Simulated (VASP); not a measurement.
# MnPt2 (P-3m1) in VASP: notebook

Aim: see how the results for MnPt2 move with the level of theory and the settings. Levels: r2SCAN0, r2SCAN, PBEsol. Tasks: single point.

Program: VASP 6.6.1. These are calculated values, not measurements. Logs are shortened: lines on timing, memory, paths and dates and some standing lists are left out, and cuts for length are marked.

## (1) The cell of the first run

The structure is trigonal, space group P-3m1 (No. 164). The conventional cell has a = 2.858 Å, b = 2.858 Å, c = 6.533 Å, α = 90.00°, β = 90.00°, γ = 120.00°. Pt (site symmetry 3m) has 3 Mn at 2.64 Å and 9 Pt at 2.86 to 2.91 Å within 3.5 Å. Mn (site symmetry -3m) has 6 Pt at 2.64 Å and 6 Mn at 2.86 Å within 3.5 Å.

## (2) Single point, r2SCAN0, collinear spin, ferromagnetic start

Contents of POSCAR:

```
MnPt2
1.0
    2.8584044518      0.0000000000      0.0000000000
   -1.4292022259      2.4754508696      0.0000000000
    0.0000000000      0.0000000000      6.5325040000
Pt Mn
2 1
Direct
    0.6666666667      0.3333333333      0.3162060000
    0.3333333333      0.6666666667      0.6837940000
    0.0000000000      0.0000000000      0.0000000000
```

Contents of INCAR.step1:

```
ALGO = Normal ; EDIFF = 1E-5
ENCUT = 440 ; GGA = PE
GGA_COMPAT = F ; ISIF = 2
ISMEAR = -1 ; ISPIN = 2
KPAR = 4 ; LASPH = T
LCHARG = F ; LMAXMIX = 4
LORBIT = 11 ; LREAL = F
LWAVE = T ; MAGMOM = 0 0 4
NBANDS = 28 ; NELM = 200
PREC = Accurate ; SIGMA = 0.05
```

Contents of INCAR.step2:

```
AEXX = 0.25 ; ALGO = Normal
EDIFF = 1E-6 ; ENCUT = 440
GGA_COMPAT = F ; ISIF = 2
ISMEAR = -1 ; ISPIN = 2
ISTART = 1 ; KPAR = 4
LASPH = T ; LCHARG = F
LHFCALC = T ; LMAXMIX = 4
LMIXTAU = T ; LORBIT = 11
LREAL = F ; LWAVE = F
MAGMOM = 0 0 4 ; METAGGA = R2SCAN
NBANDS = 28 ; NELM = 200
PREC = Accurate ; PRECFOCK = Normal
SIGMA = 0.05
```

Contents of KPOINTS:

```
k-points
0
Gamma
  6 6 2
```

Potentials or basis: VASP PAW PBE potentials, release 64 (Pt, Mn_pv).

Started as:

```bash
$ cat potpaw_PBE.64/Pt/POTCAR potpaw_PBE.64/Mn_pv/POTCAR > POTCAR
$ cp INCAR.step1 INCAR
$ mpirun -np 4 vasp_std > vasp.out
$ cp INCAR.step2 INCAR
$ mpirun -np 4 vasp_std > vasp.out
```

OUTCAR:

```text
AEXX = 0.25
   EDIFF = 1E-6
   ENCUT = 440
   ISIF = 2
   ISMEAR = -1
   ISPIN = 2
   ISTART = 1
   LASPH = T
   LHFCALC = T
   LORBIT = 11
   LREAL = F
   METAGGA = R2SCAN
   NELM = 200
   PREC = Accurate
   PRECFOCK = Normal

 ion  position               nearest neighbor table
   1  0.667  0.333  0.316-   3 2.64   3 2.64   3 2.64   2 2.91   2 2.91   2 2.91
   2  0.333  0.667  0.684-   3 2.64   3 2.64   3 2.64   1 2.91   1 2.91   1 2.91
   3  0.000  0.000  0.000-   1 2.64   2 2.64   1 2.64   2 2.64   1 2.64   2 2.64

  LATTYP: Found a hexagonal cell.
 ALAT       =     2.8584044518
 C/A-ratio  =     2.2853672775

  Lattice vectors:

 A1 = (   2.8584044518,   0.0000000000,   0.0000000000)
 A2 = (  -1.4292022259,   2.4754508696,   0.0000000000)
 A3 = (   0.0000000000,   0.0000000000,   6.5325040000)

Analysis of symmetry for initial positions (statically):
=====================================================================
 Subroutine PRICEL returns:
 Original cell was already a primitive cell.

 Routine SETGRP: Setting up the symmetry group for a
 hexagonal supercell.

 Subroutine GETGRP returns: Found 12 space group operations
 (whereof 12 operations were pure point group operations)
 out of a pool of 24 trial point group operations.

The static configuration has the point symmetry D_3d.

Analysis of symmetry for dynamics (positions and initial velocities):
=====================================================================
 Subroutine PRICEL returns:
 Original cell was already a primitive cell.

 Routine SETGRP: Setting up the symmetry group for a
 hexagonal supercell.

 Subroutine GETGRP returns: Found 12 space group operations
 (whereof 12 operations were pure point group operations)
 out of a pool of 24 trial point group operations.

The dynamic configuration has the point symmetry D_3d.

Analysis of structural, dynamic, and magnetic symmetry:
=====================================================================
 Subroutine PRICEL returns:
 Original cell was already a primitive cell.

 Routine SETGRP: Setting up the symmetry group for a
 hexagonal supercell.

 Subroutine GETGRP returns: Found 12 space group operations
 (whereof 12 operations were pure point group operations)
 out of a pool of 24 trial point group operations.

The overall configuration has the point symmetry D_3d.

 Subroutine INISYM returns: Found 12 space group operations
 (whereof 12 operations are pure point group operations),
 and found     1 'primitive' translations

----------------------------------------------------------------------------------------

                                     Primitive cell

  volume of cell :      46.2230

  direct lattice vectors                    reciprocal lattice vectors
     2.858404452  0.000000000  0.000000000     0.349845523  0.201983407  0.000000000
    -1.429202226  2.475450870  0.000000000     0.000000000  0.403966814  0.000000000
     0.000000000  0.000000000  6.532504000     0.000000000  0.000000000  0.153080656

  length of vectors
     2.858404452  2.858404452  6.532504000     0.403966814  0.403966814  0.153080656

  position of ions in fractional coordinates (direct lattice)
     0.666666667  0.333333333  0.316206000
     0.333333333  0.666666667  0.683794000
     0.000000000  0.000000000  0.000000000

  ion indices of the primitive-cell ions
   primitive index   ion index
                 1           1
                 2           2
                 3           3

----------------------------------------------------------------------------------------

 KPOINTS: k-points

Automatic generation of k-mesh.
 Grid dimensions read from file:
 generate k-points for:    6    6    2

 Generating k-lattice:

  Cartesian coordinates                     Fractional coordinates (reciprocal lattice)
     0.058307587  0.033663901  0.000000000     0.166666667  0.000000000  0.000000000
     0.000000000  0.067327802  0.000000000     0.000000000  0.166666667  0.000000000
     0.000000000  0.000000000  0.076540328     0.000000000  0.000000000  0.500000000

  Length of vectors
     0.067327802  0.067327802  0.076540328

  Shift w.r.t. Gamma in fractional coordinates (k-lattice)
     0.000000000  0.000000000  0.000000000

 Subroutine IBZKPT returns following result:
 ===========================================

 Found     14 irreducible k-points:

 Following reciprocal coordinates:
            Coordinates               Weight
  0.000000  0.000000  0.000000      1.000000
  0.166667  0.000000  0.000000      6.000000
  0.333333  0.000000  0.000000      6.000000
  0.500000  0.000000  0.000000      3.000000
  0.166667  0.166667  0.000000      6.000000
  0.333333  0.166667  0.000000     12.000000
  0.333333  0.333333  0.000000      2.000000
  0.000000  0.000000  0.500000      1.000000
  0.166667  0.000000  0.500000      6.000000
  0.333333  0.000000  0.500000      6.000000
  0.500000  0.000000  0.500000      3.000000
  0.166667  0.166667  0.500000      6.000000
  0.333333  0.166667  0.500000     12.000000
  0.333333  0.333333  0.500000      2.000000
   k-points           NKPTS =     14   k-points in BZ     NKDIM =     72   number of bands    NBANDS=     28
   number of dos      NEDOS =    301   number of ions     NIONS =      3
   total plane-waves  NPLWV =  19200
   dimension x,y,z NGX =    20 NGY =   20 NGZ =   48
   dimension x,y,z NGXF=    40 NGYF=   40 NGZF=   96
   ions per type =               2   1
   NGX,Y,Z   is equivalent  to a cutoff of  11.63, 11.63, 12.22 a.u.
   NGXF,Y,Z  is equivalent  to a cutoff of  23.26, 23.26, 24.43 a.u.
 SYSTEM =  unknown system
   PREC   = accura    normal or accurate (medium, high low for compatibility)
   ISTART =      1    job   : 0-new  1-cont  2-samecut
   ICHARG =      0    charge: 1-file 2-atom 10-const
   ISPIN  =      2    spin polarized calculation?
   LNONCOLLINEAR =      F non collinear calculations
   LSORBIT =      F    spin-orbit coupling
   LASPH  =      T    aspherical Exc in radial PAW
   ENCUT  =  440.0 eV  32.34 Ry    5.69 a.u.   4.89  4.89 11.17*2*pi/ulx,y,z
   NELM   =    200;   NELMIN=  2; NELMDL=  0     # of ELM steps
   EDIFF  = 0.1E-05   stopping-criterion for ELM
   LREAL  =      F    real-space projection
   EDIFFG = 0.1E-04   stopping-criterion for IOM
   NSW    =      0    number of steps for IOM
   IBRION =     -1    ionic relax: 0-MD 1-quasi-New 2-CG
   NFREE  =      0    steps in history (QN), initial steepest desc. (CG)
   ISIF   =      2    stress and relaxation
   ISYM   =      3    0-nonsym 1-usesym 2-fastsym
   POTIM  = 0.5000    time-step for ionic-motion
   TEBEG  =    0.0;   TEEND  =   0.0 temperature during run
   PSTRESS=    0.0 pullay stress
   NELECT =      33.0000    total number of electrons
   NUPDOWN=      -1.0000    fix difference up-down
   EMIN   =  10.00;   EMAX   =-10.00  energy-range for DOS
   EFERMI =   0.00;   METHOD = LEGACY
   ISMEAR =    -1;   SIGMA  =   0.05  broadening in eV -4-tet -1-fermi 0-gaus
   EFERMI_NEDOS =   21; number of points for ismear=-14 and -15
   IALGO  =     38    algorithm
   IMIX   =      1    mixing-type and parameters
     AMIX     =   0.40;   BMIX     =  1.00
     AMIX_MAG =   1.60;   BMIX_MAG =  1.00
  volume/ion in A,a.u.               =      15.41       103.98
  Fermi-wavevector in a.u.,A,eV,Ry     =   1.463166  2.764983 29.128095  2.140855
  Thomas-Fermi vector in A             =   2.579293
   LORBIT       =     11    0 simple, 1 ext, 2 COOP (PROOUT), +10 PAW based schemes
   METAGGA = R2SCAN    functional components
   LHFCALC =     T    Hartree Fock is set to
   PRECFOCK=normal    Normal, Fast or Accurate (Low or Medium for compatibility)
   ENCUT4O =  -1.0   cutoff for four orbital integrals eV
   NKREDX  =     1    reduce k-point grid by
   NKREDY  =     1    reduce k-point grid by
   NKREDZ  =     1    reduce k-point grid by
   AEXX    =    0.2500 exact exchange contribution
   HFSCREEN=    0.0000 screening length (either q_TF or 0.3 A-1)
   HFSCREENC=   0.0000 screening length for correlation (either q_TF or 0.3 A-1)
   ENCUTFOCK=  -1.0 apply spherical cutoff to Coloumb kernel
   IVDW    =     0    specifies the selected vdW correction
   LEPSILON=     F    determine dielectric tensor
   LRPA    =     F    only Hartree local field effects (RPA)
 spin polarized calculation
  energy-cutoff  :      440.00
  volume of cell :       46.22
 maximum number of plane-waves:       999
 NGX is ok and might be reduce to    20
  NGX = 16; NGY = 16; NGZ = 36

 number of electron      33.0000006 magnetization       4.8887440

 Free energy of the ion-electron system (eV)
  ---------------------------------------------------
  ext. energy  EPLUGINS =         0.00000000
  ---------------------------------------------------
  free energy    TOTEN  =      -104.82720464 eV

  energy without entropy =     -104.82454147  energy(sigma->0) =     -104.82587306

 E-fermi :   9.3198     XC(G=0): -10.7504

 val. band max:        8.7078561641   @ k =   0.5000   0.0000   0.5000
 cond. band min:       9.3545000986   @ k =   0.1667   0.0000   0.0000
 fundamental gap:      0.6466439345
 Fermi energy:         9.3197795690

 spin component 1

 k-point     1 :       0.0000    0.0000    0.0000
  band No.  band energies     occupation
      1     -47.5275      1.00000
      2     -47.5275      1.00000
      3     -47.4938      1.00000
      4      -1.6533      1.00000
      5       0.8785      1.00000
      6       1.2802      1.00000
[... 423 lines left out ...]
     27      23.6964      0.00000
     28      23.7439      0.00000
 Fermi energy:         9.3197795690

 spin component 2

 k-point     1 :       0.0000    0.0000    0.0000
  band No.  band energies     occupation
      1     -40.1964      1.00000
      2     -40.1894      1.00000
      3     -40.1894      1.00000
      4      -1.6481      1.00000
      5       0.9746      1.00000
      6       2.7934      1.00000
[... 423 lines left out ...]
     27      24.8106      0.00000
     28      24.8140      0.00000

------------------------ aborting loop because EDIFF is reached ----------------------------------------

  FORCE on cell =-STRESS in cart. coord.  units (eV):
  Direction    XX          YY          ZZ          XY          YZ          ZX
  --------------------------------------------------------------------------------------
  -------------------------------------------------------------------------------------
  Total       -1.3740211     -1.3740211     -0.2156279      0.0000000      0.0000000     -0.0000000
  in kB      -47.6262421    -47.6262421     -7.4740828      0.0000000      0.0000000     -0.0000000
  external PRESSURE =     -34.2421890 kB  Pullay stress =       0.0000000 kB

 VOLUME and BASIS-vectors are now :
 -----------------------------------------------------------------------------
  energy-cutoff  :      440.00
  volume of cell :       46.22
      direct lattice vectors                 reciprocal lattice vectors
     2.858404452  0.000000000  0.000000000     0.349845523  0.201983407  0.000000000
    -1.429202226  2.475450870  0.000000000     0.000000000  0.403966814  0.000000000
     0.000000000  0.000000000  6.532504000     0.000000000  0.000000000  0.153080656

 POSITION                                       TOTAL-FORCE (eV/Angst)
 -----------------------------------------------------------------------------------
      1.42920      0.82515      2.06562        -0.000000      0.000000      0.183311
     -0.00000      1.65030      4.46689         0.000000      0.000000     -0.183311
      0.00000      0.00000      0.00000         0.000000      0.000000      0.000000
 -----------------------------------------------------------------------------------
    total drift:                                0.000000     -0.000000     -0.000000

  FREE ENERGIE OF THE ION-ELECTRON SYSTEM (eV)
  ---------------------------------------------------
  free  energy   TOTEN  =      -104.8272046389 eV

  energy  without entropy=     -104.8245414727  energy(sigma->0) =     -104.82587306

 total charge

# of ion       s       p       d       tot
------------------------------------------
    1        0.678   0.502   8.174   9.354
    2        0.678   0.502   8.174   9.354
    3        0.338   6.264   4.914  11.516
--------------------------------------------------
tot          1.693   7.269  21.262  30.224

 magnetization (x)

# of ion       s       p       d       tot
------------------------------------------
    1       -0.041  -0.041   0.337   0.255
    2       -0.041  -0.041   0.337   0.255
    3        0.015   0.015   4.241   4.271
--------------------------------------------------
tot         -0.066  -0.067   4.915   4.781
```

Run time: 76 min. Hardware: 4 MPI ranks of AMD EPYC 7R43 (Zen 3), shared host; peak memory 0.17 GiB.

Results:

| Property | Result |
| --- | --- |
| Free energy | -104.8272 eV |
| Pressure | -3.4 GPa |
| Largest force | 0.183 eV/Å |
| Net moment | 4.89 μB per cell |
| Site moments | Pt +0.26; Mn +4.27 μB |
| Valence electrons inside the program's atomic spheres | Pt 9.35; Mn 11.52 |

Forces on the atoms (eV/Å):
```
Pt   0.000  0.000  0.183
Pt   0.000  0.000 -0.183
Mn   0.000  0.000  0.000
```

Stress tensor (GPa, compression positive):
```
-4.76  0.00  0.00
 0.00 -4.76  0.00
 0.00  0.00 -0.75
```

Caveat: the k points lie up to 0.48 Å⁻¹ apart; the PAW data sets were made with another functional, which shifts forces and pressure a little; spin-orbit coupling is left out, which moves the levels of the heavy elements.

## (3) Single point, r2SCAN, collinear spin, ferromagnetic start

POSCAR is that of step 2.

Contents of INCAR.step1:

```
SYSTEM = MnPt2
ALGO     = Normal         ! electronic algorithm
EDIFF    = 1E-5           ! SCF threshold, eV
ENCUT    = 550            ! plane-wave cutoff, eV
GGA      = PE             ! functional
GGA_COMPAT= .FALSE.      
ISMEAR   = -1             ! smearing method
ISPIN    = 2              ! spin polarisation
LASPH    = .TRUE.         ! aspherical terms in the spheres
LCHARG   = .FALSE.        ! write CHGCAR
LMAXMIX  = 4              ! l up to which the mixer works
LREAL    = .FALSE.        ! projectors in reciprocal space
LWAVE    = .TRUE.         ! write WAVECAR
MAGMOM   = 0 0 4          ! initial moments
NBANDS   = 28             ! bands
NELM     = 200            ! most SCF steps
PREC     = Accurate       ! precision mode
SIGMA    = 0.1            ! smearing width, eV
```

Contents of INCAR.step2:

```
SYSTEM = MnPt2
ALGO     = Normal         ! electronic algorithm
EDIFF    = 1E-6           ! SCF threshold, eV
ENCUT    = 550            ! plane-wave cutoff, eV
GGA_COMPAT= .FALSE.      
ISIF     = 2              ! what is computed and relaxed
ISMEAR   = -1             ! smearing method
ISPIN    = 2              ! spin polarisation
ISTART   = 1            
LASPH    = .TRUE.         ! aspherical terms in the spheres
LCHARG   = .TRUE.         ! write CHGCAR
LELF     = .TRUE.         ! ELF
LMAXMIX  = 4              ! l up to which the mixer works
LMIXTAU  = .TRUE.       
LORBIT   = 11             ! projections on sites
LREAL    = .FALSE.        ! projectors in reciprocal space
LVHAR    = .TRUE.       
LWAVE    = .FALSE.        ! write WAVECAR
MAGMOM   = 0 0 4          ! initial moments
METAGGA  = R2SCAN         ! meta-GGA
NBANDS   = 28             ! bands
NELM     = 200            ! most SCF steps
PREC     = Accurate       ! precision mode
SIGMA    = 0.1            ! smearing width, eV
```

Contents of KPOINTS:

```
k-points
0
G
  15 15 6
  0 0 0
```

Potentials or basis: VASP PAW PBE potentials, release 64 (Pt, Mn_pv).

Started as:

```bash
$ cat potpaw_PBE.64/Pt/POTCAR potpaw_PBE.64/Mn_pv/POTCAR > POTCAR
$ cp INCAR.step1 INCAR
$ mpirun -np 1 vasp_std > vasp.out
$ cp INCAR.step2 INCAR
$ mpirun -np 1 vasp_std > vasp.out
```

Run time: 17 min. Hardware: 1 thread of AMD EPYC 9R45 (Zen 5), shared host; peak memory 0.4 GiB.

The run converged. Its results:

```yaml
Free_energy: -119.0844 eV
Pressure: -1.7 GPa
Largest_force: 0.050 eV/Å
Net_moment: 4.85 μB per cell
Site_moments: Pt +0.32; Mn +4.04 μB
Valence_electrons_inside_the_program's_atomic_spheres: Pt 9.25; Mn 11.54
```

Forces on the atoms (eV/Å):
```
Pt   0.000  0.000  0.050
Pt   0.000  0.000 -0.050
Mn   0.000  0.000  0.000
```

Stress tensor (GPa, compression positive):
```
-2.12  0.00  0.00
 0.00 -2.12  0.00
 0.00  0.00 -0.94
```

Levels at points of the mesh, in eV from the Fermi level:
Spin up:
| k point | band 17 | band 18 | band 19 | band 20 | band 21 | band 22 |
| --- | --- | --- | --- | --- | --- | --- |
| (0.00, 0.00, 0.00) | -2.11 | -1.23 | -1.23 | -1.19 | -1.19 | 10.47 |
| (0.00, 0.00, 0.50) | -1.91 | -1.91 | -0.44 | -0.44 | 0.35 | 6.13 |
Spin down:
```tsv
k point	band 13	band 14	band 15	band 16	band 17	band 18
(0.00, 0.00, 0.00)	-1.93	-1.93	-1.00	-1.00	1.45	2.08
(0.00, 0.00, 0.50)	-1.67	-1.44	-1.44	0.39	0.99	2.14
```

Caveat: the PAW data sets were made with another functional, which shifts forces and pressure a little; spin-orbit coupling is left out, which moves the levels of the heavy elements.

## (4) Single point, r2SCAN, collinear spin, ferromagnetic start

This run uses another cell than the first one, of 16.02 Å³/atom.

Contents of POSCAR:

```
MnPt2
1.0
    2.8960193503      0.0000000000      0.0000000000
   -1.4480096751      2.5080263272      0.0000000000
    0.0000000000      0.0000000000      6.6184678581
Pt Mn
2 1
Direct
    0.6666666667      0.3333333333      0.3162060000
    0.3333333333      0.6666666667      0.6837940000
    0.0000000000      0.0000000000      0.0000000000
```

Contents of INCAR.step1:

```
SYSTEM = MnPt2
  PREC = Accurate
  ENCUT = 520
  ISMEAR = -1
  SIGMA = 0.05
  LREAL = .FALSE.
  LASPH = .TRUE.
  NELM = 150
  ISPIN = 2
  MAGMOM = 0 0 4
  LMAXMIX = 4
  NBANDS = 28
  GGA = PE
  ALGO = Normal
  EDIFF = 1E-4
  LWAVE = .TRUE.
  LCHARG = .FALSE.
```

Contents of INCAR.step2:

```
SYSTEM = MnPt2
  PREC = Accurate
  ENCUT = 520
  EDIFF = 1E-7
  ISMEAR = -1
  SIGMA = 0.05
  LREAL = .FALSE.
  LASPH = .TRUE.
  NELM = 150
  ALGO = Normal
  ISIF = 2
  LWAVE = .FALSE.
  LCHARG = .TRUE.
  ISPIN = 2
  MAGMOM = 0 0 4
  LORBIT = 11
  LMAXMIX = 4
  METAGGA = R2SCAN
  LMIXTAU = .TRUE.
  LELF = .TRUE.
  LVHAR = .TRUE.
  NBANDS = 28
  ISTART = 1
```

Contents of KPOINTS:

```
Automatic mesh
0
G
  11 11 4
  0 0 0
```

Started as:

```bash
$ cat potpaw_PBE.64/Pt/POTCAR potpaw_PBE.64/Mn_pv/POTCAR > POTCAR
$ cp INCAR.step1 INCAR
$ mpirun -np 1 vasp_std > vasp.out
$ cp INCAR.step2 INCAR
$ mpirun -np 1 vasp_std > vasp.out
```

It took 26 min on 1 thread of AMD EPYC, shared host; peak memory 0.25 GiB.

The run converged. Its results:

- Free energy: -119.0338 eV
- Pressure: -8.8 GPa
- Largest force: 0.046 eV/Å
- Net moment: 4.83 μB per cell
- Site moments: Pt +0.29; Mn +4.09 μB
- Valence electrons inside the program's atomic spheres: Pt 9.18; Mn 11.49

Forces on the atoms (eV/Å):
```
Pt   0.000  0.000 -0.046
Pt   0.000  0.000  0.046
Mn   0.000  0.000  0.000
```

Stress tensor (GPa, compression positive):
```
-9.12  0.00  0.00
 0.00 -9.12  0.00
 0.00  0.00 -8.06
```

Levels at points of the mesh, in eV from the Fermi level:
Spin up:
```tsv
k point	band 17	band 18	band 19	band 20	band 21	band 22
(0.00, 0.00, 0.00)	-2.15	-1.28	-1.28	-1.19	-1.19	10.11
(0.00, 0.00, 0.50)	-1.86	-1.86	-0.53	-0.53	0.37	5.75
```
Spin down:
| k point | band 12 | band 13 | band 14 | band 15 | band 16 | band 17 | band 18 | band 19 |
| --- | --- | --- | --- | --- | --- | --- | --- | --- |
| (0.00, 0.00, 0.00) | -2.50 | -1.89 | -1.89 | -1.02 | -1.02 | 1.47 | 2.05 | 2.06 |
| (0.00, 0.00, 0.50) | -1.65 | -1.65 | -1.42 | -1.42 | 0.40 | 1.01 | 2.11 | 2.11 |

Caveat: the cell stands under tension; the PAW data sets were made with another functional, which shifts forces and pressure a little; spin-orbit coupling is left out, which moves the levels of the heavy elements.

[end of part 1 of 2]
